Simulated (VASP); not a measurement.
# Ti3Br (Pm-3m) in VASP: a series of runs

The runs below take Ti3Br through relaxation of cell and atoms, with PBE.

All numbers are computed with VASP 6.6.1; they aren't measurements. Logs are shortened: lines on timing, memory, paths and dates and some standing lists are left out, and cuts for length are marked.

## 1. The cell of the first run

Symmetry: Pm-3m, No. 221, cubic system. The conventional cell has a = 4.384 Å, b = 4.384 Å, c = 4.384 Å, α = 90.00°, β = 90.00°, γ = 90.00°. Ti (site symmetry 4/mmm) has 8 Ti at 3.10 Å and 4 Br at 3.10 Å within 4.1 Å. Within 4.1 Å of Br (site symmetry m-3m) lie 12 Ti at 3.10 Å.

The cell was built from a structure type or drawn by symmetry, and may not be a known phase.

## 2. Relaxation of cell and atoms, PBE, collinear spin

INCAR

```
ALGO = Normal ; EDIFF = 1E-6
EDIFFG = -0.04 ; ENCUT = 600
GGA = PE ; IBRION = 2
ISIF = 3 ; ISMEAR = 0
ISPIN = 2 ; LASPH = T
LCHARG = F ; LMAXMIX = 4
LORBIT = 11 ; LREAL = F
LWAVE = F ; MAGMOM = 1 1 1 0
NELM = 150 ; NSW = 90
PREC = Accurate ; SIGMA = 0.1
```

KPOINTS

```
k-points
0
Gamma
  4 4 4
```

POSCAR

```
Ti3Br
1.0
    4.3836423900      0.0000000000      0.0000000000
    0.0000000000      4.3836423900      0.0000000000
    0.0000000000      0.0000000000      4.3836423900
Ti Br
3 1
Direct
    0.5000000000      0.0000000000      0.0000000000
    0.0000000000      0.5000000000      0.0000000000
    0.0000000000      0.0000000000      0.5000000000
    0.5000000000      0.5000000000      0.5000000000
```

Potentials or basis: VASP PAW PBE potentials, release 64 (Ti_sv, Br).

The run is started by

```sh
cat potpaw_PBE.64/Ti_sv/POTCAR potpaw_PBE.64/Br/POTCAR > POTCAR
mpirun -np 1 vasp_std > vasp.out
```

OUTCAR:

```text
EDIFF = 1E-6
   EDIFFG = -0.04
   ENCUT = 600
   GGA = PE
   IBRION = 2
   ISIF = 3
   ISMEAR = 0
   ISPIN = 2
   LASPH = T
   LORBIT = 11
   LREAL = F
   NELM = 150
   NSW = 90
   PREC = Accurate

 ion  position               nearest neighbor table
   1  0.500  0.000  0.000-
   2  0.000  0.500  0.000-
   3  0.000  0.000  0.500-
   4  0.500  0.500  0.500-

  LATTYP: Found a simple cubic cell.
 ALAT       =     4.3836423900

  Lattice vectors:

 A1 = (   4.3836423900,   0.0000000000,   0.0000000000)
 A2 = (   0.0000000000,   4.3836423900,   0.0000000000)
 A3 = (   0.0000000000,   0.0000000000,   4.3836423900)

Analysis of symmetry for initial positions (statically):
=====================================================================
 Subroutine PRICEL returns:
 Original cell was already a primitive cell.

 Routine SETGRP: Setting up the symmetry group for a
 simple cubic supercell.

 Subroutine GETGRP returns: Found 48 space group operations
 (whereof 48 operations were pure point group operations)
 out of a pool of 48 trial point group operations.

The static configuration has the point symmetry O_h .

Analysis of symmetry for dynamics (positions and initial velocities):
=====================================================================
 Subroutine PRICEL returns:
 Original cell was already a primitive cell.

 Routine SETGRP: Setting up the symmetry group for a
 simple cubic supercell.

 Subroutine GETGRP returns: Found 48 space group operations
 (whereof 48 operations were pure point group operations)
 out of a pool of 48 trial point group operations.

The dynamic configuration has the point symmetry O_h .

Analysis of structural, dynamic, and magnetic symmetry:
=====================================================================
 Subroutine PRICEL returns:
 Original cell was already a primitive cell.

 Routine SETGRP: Setting up the symmetry group for a
 simple cubic supercell.

 Subroutine GETGRP returns: Found 48 space group operations
 (whereof 48 operations were pure point group operations)
 out of a pool of 48 trial point group operations.

The overall configuration has the point symmetry O_h .

[... 98 lines left out ...]
   NELECT =      43.0000    total number of electrons
   NUPDOWN=      -1.0000    fix difference up-down
   EMIN   =  10.00;   EMAX   =-10.00  energy-range for DOS
   EFERMI =   0.00;   METHOD = LEGACY
   ISMEAR =     0;   SIGMA  =   0.10  broadening in eV -4-tet -1-fermi 0-gaus
   EFERMI_NEDOS =   21; number of points for ismear=-14 and -15
   IALGO  =     38    algorithm
   IMIX   =      4    mixing-type and parameters
     AMIX     =   0.40;   BMIX     =  1.00
     AMIX_MAG =   1.60;   BMIX_MAG =  1.00
  volume/ion in A,a.u.               =      21.06       142.12
  Fermi-wavevector in a.u.,A,eV,Ry     =   1.308366  2.472453 23.290741  1.711821
  Thomas-Fermi vector in A             =   2.439038
   LORBIT       =     11    0 simple, 1 ext, 2 COOP (PROOUT), +10 PAW based schemes
   GGA     = PE    functional components
   LHFCALC =     F    Hartree Fock is set to
   AEXX    =    0.0000 exact exchange contribution
   IVDW    =     0    specifies the selected vdW correction
   LEPSILON=     F    determine dielectric tensor
   LRPA    =     F    only Hartree local field effects (RPA)
 conjugate gradient relaxation of ions
 spin polarized calculation
 Gauss-broadening in eV      SIGMA  =   0.10
  energy-cutoff  :      600.00
  volume of cell :       84.24
 maximum number of plane-waves:      2832
 NGX is ok and might be reduce to    36
   NGX = 17   NGY = 17   NGZ = 17

--------------------------------------- Ionic step        1  -------------------------------------------

 number of electron      43.0000018 magnetization       1.3736022

 Free energy of the ion-electron system (eV)
  ---------------------------------------------------
  ext. energy  EPLUGINS =         0.00000000
  ---------------------------------------------------
  free energy    TOTEN  =       -23.28495468 eV

  energy without entropy =      -23.24976035  energy(sigma->0) =      -23.26735751

------------------------ aborting loop because EDIFF is reached ----------------------------------------

  FORCE on cell =-STRESS in cart. coord.  units (eV):
  Direction    XX          YY          ZZ          XY          YZ          ZX
  --------------------------------------------------------------------------------------
  -------------------------------------------------------------------------------------
  Total       -5.3736943     -5.3736943     -5.3736943      0.0000000      0.0000000     -0.0000000
  in kB     -102.2064229   -102.2064229   -102.2064229      0.0000000      0.0000000     -0.0000000
  external PRESSURE =    -102.2064229 kB  Pullay stress =       0.0000000 kB
[... 63 lines left out ...]
--------------------------------------- Ionic step        3  -------------------------------------------

 number of electron      43.0000007 magnetization       0.0000011

 Free energy of the ion-electron system (eV)
  ---------------------------------------------------
  ext. energy  EPLUGINS =         0.00000000
  ---------------------------------------------------
  free energy    TOTEN  =       -23.93734176 eV

  energy without entropy =      -23.90577887  energy(sigma->0) =      -23.92156032

 E-fermi :   9.2592     XC(G=0): -11.5144

 val. band max:        9.2581505139   @ k =   0.5000   0.5000   0.5000
 cond. band min:       9.2605239677   @ k =   0.5000   0.0000   0.0000
 fundamental gap:      0.0023734538
 Fermi energy:         9.2591736363

 spin component 1

 k-point     1 :       0.0000    0.0000    0.0000
  band No.  band energies     occupation
      1     -47.5815      1.00000
      2     -47.4479      1.00000
      3     -47.4479      1.00000
      4     -24.0539      1.00000
      5     -24.0539      1.00000
      6     -24.0539      1.00000
[... 289 lines left out ...]
     26      10.5498      0.00000
     27      10.5498      0.00000
 Fermi energy:         9.2591736363

 spin component 2

 k-point     1 :       0.0000    0.0000    0.0000
  band No.  band energies     occupation
      1     -47.5815      1.00000
      2     -47.4479      1.00000
      3     -47.4479      1.00000
      4     -24.0539      1.00000
      5     -24.0539      1.00000
      6     -24.0539      1.00000
[... 320 lines left out ...]
  FREE ENERGIE OF THE ION-ELECTRON SYSTEM (eV)
  ---------------------------------------------------
  free  energy   TOTEN  =       -23.9373417587 eV

  energy  without entropy=      -23.9057788719  energy(sigma->0) =      -23.92156032

 reached required accuracy - stopping structural energy minimisation

 total charge

# of ion       s       p       d       tot
------------------------------------------
    1        2.213   6.075   2.029  10.316
    2        2.213   6.075   2.029  10.316
    3        2.213   6.075   2.029  10.316
    4        1.630   3.052   0.148   4.829
--------------------------------------------------
tot          8.268  21.276   6.233  35.777

 magnetization (x)

# of ion       s       p       d       tot
------------------------------------------
    1       -0.000  -0.000   0.000   0.000
    2       -0.000  -0.000   0.000   0.000
    3       -0.000  -0.000   0.000   0.000
    4       -0.000  -0.000  -0.000  -0.000
--------------------------------------------------
tot         -0.000  -0.000   0.000   0.000
```

CONTCAR:

```text
Ti3Br
   1.00000000000000
     4.0864952049544936    0.0000000000000000   -0.0000000000000000
     0.0000000000000000    4.0864952049544936    0.0000000000000000
    -0.0000000000000000    0.0000000000000000    4.0864952049544936
  Ti              Br
     3     1
Direct
     0.5000000000000000    0.0000000000000000    0.0000000000000000
     0.0000000000000000    0.5000000000000000    0.0000000000000000
     0.0000000000000000    0.0000000000000000    0.5000000000000000
     0.5000000000000000    0.5000000000000000    0.5000000000000000

  0.00000000E+00  0.00000000E+00  0.00000000E+00
  0.00000000E+00  0.00000000E+00  0.00000000E+00
  0.00000000E+00  0.00000000E+00  0.00000000E+00
  0.00000000E+00  0.00000000E+00  0.00000000E+00
```

Wall time 2.8 min (1 thread of Intel Xeon Platinum 8375C at 2.90GHz (Ice Lake), shared host); peak memory 0.26 GiB.

Results:

```yaml
Free_energy: -23.9373 eV
Relaxed_volume: 17.06 Å³/atom
Relaxed_cell: a = 4.086 Å, b = 4.086 Å, c = 4.086 Å, α = 90.00°, β = 90.00°, γ = 90.00°
Space_group_after_relaxing_to_0.1_Å: Pm-3m (No. 221)
Energy_gained_by_relaxing: 163.1 meV/atom
Ionic_steps: 3
Pressure_after_relaxing: -0.1 GPa
Net_moment: 0.00 μB per cell
Valence_electrons_inside_the_program's_atomic_spheres: Ti 10.32; Br 4.83
```

Step by step:
```
step  energy change (eV)  largest force (eV/Å)  pressure (GPa)  volume (Å³)
   1              0.0000                0.0000          -10.22        84.24
   2             -0.6503                0.0000           -0.85        68.90
   3             -0.6524                0.0000           -0.05        68.24
```

Final structure:
```xyz
4
Lattice="4.0865 0.0000 0.0000 0.0000 4.0865 0.0000 0.0000 0.0000 4.0865" Properties=species:S:1:pos:R:3 pbc="T T T"
Ti    2.0432    0.0000    0.0000
Ti    0.0000    2.0432    0.0000
Ti    0.0000    0.0000    2.0432
Br    2.0432    2.0432    2.0432
```

Caveat: the volume moved by over 15 % at a fixed basis, so the end points are rough.

## 3. Relaxation of cell and atoms, PBE

This run uses another cell than the first one, of 17.11 Å³/atom.

INCAR

```
SYSTEM = Ti3Br
PREC = Accurate
ENCUT = 600
EDIFF = 1E-7
ISMEAR = 0
SIGMA = 0.1
LREAL = .FALSE.
LASPH = .TRUE.
NELM = 100
ALGO = Normal
ISIF = 3
LWAVE = .FALSE.
LCHARG = .FALSE.
GGA = PE
IBRION = 2
NSW = 100
EDIFFG = -0.01
```

KPOINTS

```
Automatic mesh
0
G
  12 12 12
  0 0 0
```

POSCAR

```
Ti3Br
1.0
    4.0906064747      0.0000000000      0.0000000000
    0.0000000000      4.0906064747      0.0000000000
    0.0000000000      0.0000000000      4.0906064747
Ti Br
3 1
Direct
    0.5000000000      0.0000000000      0.0000000000
    0.0000000000      0.5000000000      0.0000000000
    0.0000000000      0.0000000000      0.5000000000
    0.5000000000      0.5000000000      0.5000000000
```

Potentials or basis: VASP PAW PBE potentials, release 64 (Ti_sv, Br).

The run is started by

```sh
cat potpaw_PBE.64/Ti_sv/POTCAR potpaw_PBE.64/Br/POTCAR > POTCAR
mpirun -np 1 vasp_std > vasp.out
```

Run time: 6.5 min. Hardware: 1 thread of Intel Xeon Platinum 8375C at 2.90GHz (Ice Lake), shared host; peak memory 0.32 GiB.

It converged, with:

| Property | Result |
| --- | --- |
| Free energy | -23.9246 eV |
| Relaxed volume | 17.02 Å³/atom |
| Relaxed cell | a = 4.083 Å, b = 4.083 Å, c = 4.083 Å, α = 90.00°, β = 90.00°, γ = 90.00° |
| Space group after relaxing (to 0.1 Å) | Pm-3m (No. 221) |
| Energy gained by relaxing | 0.1 meV/atom |
| Ionic steps | 2 |
| Pressure after relaxing | 0.0 GPa |
| Band gap on the k mesh | zero (an odd number of electrons rules out a gap without spin polarisation) |

The path:
```
step  energy change (eV)  largest force (eV/Å)  pressure (GPa)  volume (Å³)
   1              0.0000                0.0000           -0.36        68.45
   2             -0.0004                0.0000            0.04        68.07
```

Final structure:
```cif
data_structure
_symmetry_space_group_name_H-M 'P 1'
_symmetry_Int_Tables_number 1
_cell_length_a 4.0830
_cell_length_b 4.0830
_cell_length_c 4.0830
_cell_angle_alpha 90.000
_cell_angle_beta 90.000
_cell_angle_gamma 90.000
_cell_volume 68.07
loop_
_atom_site_label
_atom_site_type_symbol
_atom_site_fract_x
_atom_site_fract_y
_atom_site_fract_z
_atom_site_occupancy
Ti1 Ti 0.50000 0.00000 0.00000 1
Ti2 Ti 0.00000 0.50000 0.00000 1
Ti3 Ti 0.00000 0.00000 0.50000 1
Br1 Br 0.50000 0.50000 0.50000 1
```

Levels at points of the mesh, in eV from the Fermi level:
```csv
k point,band 18,band 19,band 20,band 21,band 22,band 23,band 24,band 25
"(0.00, 0.00, 0.00)",-2.54,-2.54,-1.57,-1.57,-1.57,-0.89,1.31,1.31
"(0.50, 0.00, 0.00)",-1.21,-0.88,-0.62,-0.02,0.08,0.08,0.34,0.99
"(0.50, 0.50, 0.00)",-0.61,-0.61,-0.61,0.21,0.21,0.86,1.02,1.18
"(0.50, 0.50, 0.50)",-2.48,-2.48,0.05,0.35,0.35,0.35,0.60,1.37
```

Caveat: an odd number of electrons without spin polarisation forces a metal; a magnetic or distorted state may lie lower.
